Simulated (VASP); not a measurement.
BaZrO3: single point with LDA

Crystal: BaZrO3.

```
Ba Zr O
1.0
     3.91934    0.00000    0.00000
     0.00000    4.60367    0.00000
     0.00000    0.00000    4.14745
Ba Zr O
1 1 3
Cartesian
  1.9597 2.3018 2.0737
  0.0000 0.0000 0.0000
  1.9597 0.0000 0.0000
  0.0000 2.3018 0.0000
  0.0000 0.0000 2.0737
```

This cell differs from its parent crystal: normal strain along x -0.0550, normal strain along y +0.1100.

```yaml
Program: VASP 6.6.1
Task: single point
Functional: LDA
Potentials_or_basis: VASP PAW LDA potentials, release 64 (Ba_sv, Zr_sv, O)
Cutoff: 520 eV
k_mesh: 6 × 6 × 6
Occupations: gaussian, width 0.05 eV
Spin: no spin polarisation
```

```
Pressure               : -1.2 GPa
Band gap on the k mesh : 2.63 eV, indirect (least direct gap 2.78 eV)
```

Stress tensor (GPa, compression positive):
```
 16.77   0.00   0.00
  0.00 -18.58   0.00
  0.00   0.00  -1.87
```

Levels at points of the mesh, in eV from the valence-band top:
| k point | band 18 | band 19 | band 20 | band 21 | band 22 | band 23 |
| --- | --- | --- | --- | --- | --- | --- |
| (0.00, 0.00, 0.00) | -0.53 | -0.32 | -0.15 | 2.63 | 2.93 | 3.30 |
| (0.50, 0.00, 0.00) | -1.78 | -0.71 | -0.61 | 3.28 | 6.04 | 6.32 |
| (0.00, 0.50, 0.00) | -1.07 | -0.55 | -0.31 | 3.53 | 4.52 | 4.59 |
| (0.50, 0.50, 0.00) | -1.21 | -0.86 | -0.54 | 4.61 | 6.06 | 6.26 |
| (0.00, 0.00, 0.50) | -1.56 | -0.73 | -0.35 | 3.37 | 5.54 | 5.71 |
| (0.50, 0.00, 0.50) | -0.57 | -0.55 | -0.06 | 5.48 | 5.57 | 6.06 |
| (0.00, 0.50, 0.50) | -1.58 | -0.52 | -0.52 | 4.65 | 5.60 | 5.66 |
| (0.50, 0.50, 0.50) | -0.20 | -0.11 | 0.00 | 5.23 | 5.30 | 6.16 |

Wall time 2.3 min on 1 thread of Intel Xeon 6975P-C, with other jobs on the host, peak memory 0.25 GiB.

Caveat: the cell differs from its parent crystal (normal strain along x -0.0550, normal strain along y +0.1100); spin-orbit coupling is left out, which moves the levels of the heavy elements. A k mesh can miss the band edges.
